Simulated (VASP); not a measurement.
# Ga (Pm-3m) in VASP: further runs

Ga is run at these levels: PBEsol, RPBE, revPBE; tasks: single point.

Everything below comes from runs of VASP 6.6.1. Logs are shortened: lines on timing, memory, paths and dates and some standing lists are left out, and cuts for length are marked.

### 1 The cell of the first run

Symmetry: Pm-3m, No. 221, cubic system. Conventional cell: a = 2.654 Å, b = 2.654 Å, c = 2.654 Å, α = 90.00°, β = 90.00°, γ = 90.00°. Within 3.5 Å of Ga (site symmetry m-3m) lie 6 Ga at 2.65 Å.

### 2 Single point, PBEsol

File INCAR:

```
SYSTEM = Ga
ALGO = Normal ; EDIFF = 1E-6
ENCUT = 520 ; GGA = PS
ISIF = 2 ; ISMEAR = -1
LASPH = .True. ; LCHARG = .False.
LREAL = .False. ; LWAVE = .False.
NBANDS = 12 ; NELM = 80
PREC = Accurate ; SIGMA = 0.05
```

File KPOINTS:

```
k-points
0
Gamma
  10 10 10
  0 0 0
```

File POSCAR:

```
Ga
1.0
    2.6542199508      0.0000000000      0.0000000000
    0.0000000000      2.6542199508      0.0000000000
    0.0000000000      0.0000000000      2.6542199508
Ga
1
Direct
    0.0000000000      0.0000000000      0.0000000000
```

Potentials or basis: VASP PAW PBE potentials, release 64 (Ga_d).

Started as:

```bash
> cat potpaw_PBE.64/Ga_d/POTCAR > POTCAR
> mpirun -np 1 vasp_std > vasp.out
```

OUTCAR:

```text
SYSTEM = Ga
   EDIFF = 1E-6
   ENCUT = 520
   GGA = PS
   ISIF = 2
   ISMEAR = -1
   LASPH = .True.
   LREAL = .False.
   NELM = 80
   PREC = Accurate

 ion  position               nearest neighbor table
   1  0.000  0.000  0.000-

  LATTYP: Found a simple cubic cell.
 ALAT       =     2.6542199508

  Lattice vectors:

 A1 = (   2.6542199508,   0.0000000000,   0.0000000000)
 A2 = (   0.0000000000,   2.6542199508,   0.0000000000)
 A3 = (   0.0000000000,   0.0000000000,   2.6542199508)

Analysis of symmetry for initial positions (statically):
=====================================================================
 Subroutine PRICEL returns:
 Original cell was already a primitive cell.

 Routine SETGRP: Setting up the symmetry group for a
 simple cubic supercell.

 Subroutine GETGRP returns: Found 48 space group operations
 (whereof 48 operations were pure point group operations)
 out of a pool of 48 trial point group operations.

The static configuration has the point symmetry O_h .

Analysis of symmetry for dynamics (positions and initial velocities):
=====================================================================
 Subroutine PRICEL returns:
 Original cell was already a primitive cell.

 Routine SETGRP: Setting up the symmetry group for a
 simple cubic supercell.

 Subroutine GETGRP returns: Found 48 space group operations
 (whereof 48 operations were pure point group operations)
 out of a pool of 48 trial point group operations.

The dynamic configuration has the point symmetry O_h .

 Subroutine INISYM returns: Found 48 space group operations
 (whereof 48 operations are pure point group operations),
 and found     1 'primitive' translations

----------------------------------------------------------------------------------------

                                     Primitive cell

  volume of cell :      18.6987

  direct lattice vectors                    reciprocal lattice vectors
     2.654219951  0.000000000  0.000000000     0.376758527  0.000000000  0.000000000
     0.000000000  2.654219951  0.000000000     0.000000000  0.376758527  0.000000000
     0.000000000  0.000000000  2.654219951     0.000000000  0.000000000  0.376758527

  length of vectors
     2.654219951  2.654219951  2.654219951     0.376758527  0.376758527  0.376758527

  position of ions in fractional coordinates (direct lattice)
     0.000000000  0.000000000  0.000000000

  ion indices of the primitive-cell ions
   primitive index   ion index
                 1           1

----------------------------------------------------------------------------------------

 KPOINTS: k-points

Automatic generation of k-mesh.
 Grid dimensions read from file:
 generate k-points for:   10   10   10

 Generating k-lattice:

  Cartesian coordinates                     Fractional coordinates (reciprocal lattice)
     0.037675853  0.000000000  0.000000000     0.100000000  0.000000000  0.000000000
     0.000000000  0.037675853  0.000000000     0.000000000  0.100000000  0.000000000
     0.000000000  0.000000000  0.037675853     0.000000000  0.000000000  0.100000000

  Length of vectors
     0.037675853  0.037675853  0.037675853

  Shift w.r.t. Gamma in fractional coordinates (k-lattice)
     0.000000000  0.000000000  0.000000000

 Subroutine IBZKPT returns following result:
 ===========================================

 Found     56 irreducible k-points:

 Following reciprocal coordinates:
            Coordinates               Weight
  0.000000  0.000000  0.000000      1.000000
  0.100000  0.000000  0.000000      6.000000
  0.200000  0.000000  0.000000      6.000000
  0.300000  0.000000  0.000000      6.000000
  0.400000  0.000000  0.000000      6.000000
  0.500000  0.000000  0.000000      3.000000
[... 16 lines left out ...]
  0.200000  0.100000  0.100000     24.000000
  0.300000  0.100000  0.100000     24.000000
 [... further k-points ...]
   k-points           NKPTS =     56   k-points in BZ     NKDIM =     56   number of bands    NBANDS=     12
   number of dos      NEDOS =    301   number of ions     NIONS =      1
   total plane-waves  NPLWV =   8000
   dimension x,y,z NGX =    20 NGY =   20 NGZ =   20
   dimension x,y,z NGXF=    40 NGYF=   40 NGZF=   40
   ions per type =               1
   NGX,Y,Z   is equivalent  to a cutoff of  12.53, 12.53, 12.53 a.u.
   NGXF,Y,Z  is equivalent  to a cutoff of  25.05, 25.05, 25.05 a.u.
 SYSTEM =  Ga
   PREC   = accura    normal or accurate (medium, high low for compatibility)
   ISTART =      0    job   : 0-new  1-cont  2-samecut
   ICHARG =      2    charge: 1-file 2-atom 10-const
   ISPIN  =      1    spin polarized calculation?
   LNONCOLLINEAR =      F non collinear calculations
   LSORBIT =      F    spin-orbit coupling
   LASPH  =      T    aspherical Exc in radial PAW
   ENCUT  =  520.0 eV  38.22 Ry    6.18 a.u.   4.94  4.94  4.94*2*pi/ulx,y,z
   NELM   =     80;   NELMIN=  2; NELMDL= -5     # of ELM steps
   EDIFF  = 0.1E-05   stopping-criterion for ELM
   LREAL  =      F    real-space projection
   EDIFFG = 0.1E-04   stopping-criterion for IOM
   NSW    =      0    number of steps for IOM
   IBRION =     -1    ionic relax: 0-MD 1-quasi-New 2-CG
   NFREE  =      0    steps in history (QN), initial steepest desc. (CG)
   ISIF   =      2    stress and relaxation
   ISYM   =      2    0-nonsym 1-usesym 2-fastsym
   POTIM  = 0.5000    time-step for ionic-motion
   TEBEG  =    0.0;   TEEND  =   0.0 temperature during run
   PSTRESS=    0.0 pullay stress
   NELECT =      13.0000    total number of electrons
   NUPDOWN=      -1.0000    fix difference up-down
   EMIN   =  10.00;   EMAX   =-10.00  energy-range for DOS
   EFERMI =   0.00;   METHOD = LEGACY
   ISMEAR =    -1;   SIGMA  =   0.05  broadening in eV -4-tet -1-fermi 0-gaus
   EFERMI_NEDOS =   21; number of points for ismear=-14 and -15
   IALGO  =     38    algorithm
   IMIX   =      4    mixing-type and parameters
     AMIX     =   0.40;   BMIX     =  1.00
     AMIX_MAG =   1.60;   BMIX_MAG =  1.00
  volume/ion in A,a.u.               =      18.70       126.18
  Fermi-wavevector in a.u.,A,eV,Ry     =   1.450282  2.740635 28.617366  2.103317
  Thomas-Fermi vector in A             =   2.567912
   LORBIT       =      0    0 simple, 1 ext, 2 COOP (PROOUT), +10 PAW based schemes
   GGA     = PS    functional components
   LHFCALC =     F    Hartree Fock is set to
   AEXX    =    0.0000 exact exchange contribution
   IVDW    =     0    specifies the selected vdW correction
   LEPSILON=     F    determine dielectric tensor
   LRPA    =     F    only Hartree local field effects (RPA)
 non-spin polarized calculation
  energy-cutoff  :      520.00
  volume of cell :       18.70
 maximum number of plane-waves:       518
 NGX is ok and might be reduce to    20
   NGX =  9   NGY =  9   NGZ =  9

 number of electron      12.9999992 magnetization

 Free energy of the ion-electron system (eV)
  ---------------------------------------------------
  ext. energy  EPLUGINS =         0.00000000
  ---------------------------------------------------
  free energy    TOTEN  =        -3.27370492 eV

  energy without entropy =       -3.26965921  energy(sigma->0) =       -3.27168206

 E-fermi :   5.2230     XC(G=0): -11.1250

 val. band max:        5.1776004298   @ k =   0.4000   0.4000   0.1000
 cond. band min:       5.2691969709   @ k =   0.3000   0.0000   0.0000
 fundamental gap:      0.0915965411
 Fermi energy:         5.2230494203

 k-point     1 :       0.0000    0.0000    0.0000
  band No.  band energies     occupation
      1      -9.9536      2.00000
      2      -9.9536      2.00000
      3      -9.3430      2.00000
      4      -9.3430      2.00000
      5      -9.3430      2.00000
      6      -5.8498      2.00000
      7      14.6284      0.00000
      8      14.6284      0.00000
      9      14.6284      0.00000
     10      17.5568      0.00000
     11      17.5568      0.00000
     12      20.3441      0.00000

 k-point     2 :       0.1000    0.0000    0.0000
  band No.  band energies     occupation
      1      -9.9489      2.00000
      2      -9.9152      2.00000
      3      -9.3592      2.00000
      4      -9.3592      2.00000
      5      -9.3416      2.00000
      6      -5.6355      2.00000
      7      11.9765      0.00000
      8      14.8541      0.00000
      9      14.8541      0.00000
     10      17.7356      0.00000
     11      19.1647      0.00000
     12      21.8956      0.00000

 k-point     3 :       0.2000    0.0000    0.0000
  band No.  band energies     occupation
      1      -9.9368      2.00000
      2      -9.8184      2.00000
      3      -9.4016      2.00000
      4      -9.4016      2.00000
      5      -9.3380      2.00000
      6      -4.9858      2.00000
      7       8.4821      0.00000
      8      15.5124      0.00000
      9      15.5124      0.00000
     10      18.2736      0.00000
     11      19.9678      0.00000
     12      26.0196      0.00000
[... 286 lines left out ...]
 k-point    23 :       0.2000    0.1000    0.1000
  band No.  band energies     occupation
      1      -9.8759      2.00000
      2      -9.7850      2.00000
      3      -9.4256      2.00000
      4      -9.4180      2.00000
      5      -9.3709      2.00000
      6      -4.5585      2.00000
      7       8.8668      0.00000
      8      12.7382      0.00000
      9      13.5217      0.00000
     10      21.7776      0.00000
     11      22.5274      0.00000
     12      25.6849      0.00000

 k-point    24 :       0.3000    0.1000    0.1000
  band No.  band energies     occupation
      1      -9.8612      2.00000
      2      -9.6648      2.00000
      3      -9.4826      2.00000
      4      -9.4725      2.00000
      5      -9.3657      2.00000
      6      -3.4714      2.00000
      7       5.6781      0.00022
      8      13.7258      0.00000
      9      14.5412      0.00000
     10      22.1512      0.00000
     11      22.4502      0.00000
     12      23.6722      0.00000

 [... further k-points ...]
[... 5 lines left out ...]
  --------------------------------------------------------------------------------------
  -------------------------------------------------------------------------------------
  Total        0.0089658      0.0089658      0.0089658     -0.0000000     -0.0000000      0.0000000
  in kB        0.7682299      0.7682299      0.7682299     -0.0000000     -0.0000000      0.0000000
  external PRESSURE =       0.7682299 kB  Pullay stress =       0.0000000 kB

 VOLUME and BASIS-vectors are now :
 -----------------------------------------------------------------------------
  energy-cutoff  :      520.00
  volume of cell :       18.70
      direct lattice vectors                 reciprocal lattice vectors
     2.654219951  0.000000000  0.000000000     0.376758527  0.000000000  0.000000000
     0.000000000  2.654219951  0.000000000     0.000000000  0.376758527  0.000000000
     0.000000000  0.000000000  2.654219951     0.000000000  0.000000000  0.376758527

 POSITION                                       TOTAL-FORCE (eV/Angst)
 -----------------------------------------------------------------------------------
      0.00000      0.00000      0.00000         0.000000      0.000000      0.000000
 -----------------------------------------------------------------------------------
    total drift:                                0.000000      0.000000      0.000000

  FREE ENERGIE OF THE ION-ELECTRON SYSTEM (eV)
  ---------------------------------------------------
  free  energy   TOTEN  =        -3.2737049188 eV

  energy  without entropy=       -3.2696592106  energy(sigma->0) =       -3.27168206
```

It took 3.6 s on 1 thread of Intel Xeon 6975P-C (Granite Rapids), shared host; peak memory 0.12 GiB.

What came out:

```yaml
Free_energy: -3.2737 eV
Pressure: 0.1 GPa
```

Levels at points of the mesh, in eV from the Fermi level:
```tsv
k point	band 2	band 3	band 4	band 5	band 6	band 7	band 8	band 9	band 10	band 11
(0.00, 0.00, 0.00)	-15.18	-14.57	-14.57	-14.57	-11.07	9.41	9.41	9.41	12.33	12.33
(0.50, 0.00, 0.00)	-14.81	-14.73	-14.73	-14.55	-6.33	-4.46	13.14	13.14	16.29	17.01
(0.50, 0.50, 0.00)	-14.96	-14.71	-14.71	-14.41	-1.39	-0.78	-0.78	4.18	17.02	21.20
(0.50, 0.50, 0.50)	-14.97	-14.97	-14.40	-14.40	2.76	2.76	2.76	4.61	8.39	8.39
```

Caveat: the PAW data sets were made with another functional, which shifts forces and pressure a little.

[end of part 1 of 2]
